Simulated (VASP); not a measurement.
Runs of VASP 6.6.1 on Yb. It takes space group P6_3/mmc (No. 194, hexagonal). Conventional cell: a = 3.880 Å, b = 3.880 Å, c = 6.386 Å, α = 90.00°, β = 90.00°, γ = 120.00°. Yb (site symmetry -6m2) has 12 Yb at 3.88 to 3.90 Å within 5.1 Å. 

```csv
level,gap on the mesh (eV),pressure (GPa)
RPBE,none,0.1
BLYP,none,-1.3
PBE,none,(a)
revPBE,none,-0.9
```

Alike in all rows: task single point; potentials or basis VASP PAW PBE potentials, release 64 (Yb); no spin polarisation; cell as given; k mesh 7 × 7 × 4; cutoff (eV) 600; smearing fermi-dirac 0.1 eV.

**Question.** Estimate the missing entries.

**Answer.** (a) -2.5.

Caveats: spin-orbit coupling is left out, which moves the levels of the heavy elements; the PAW data sets were made with another functional, which shifts forces and pressure a little (some runs).

A k mesh can miss the band edges, and the runs leave out spin-orbit coupling on Yb.

A gap of «none» marks levels without a gap at the run's occupations.
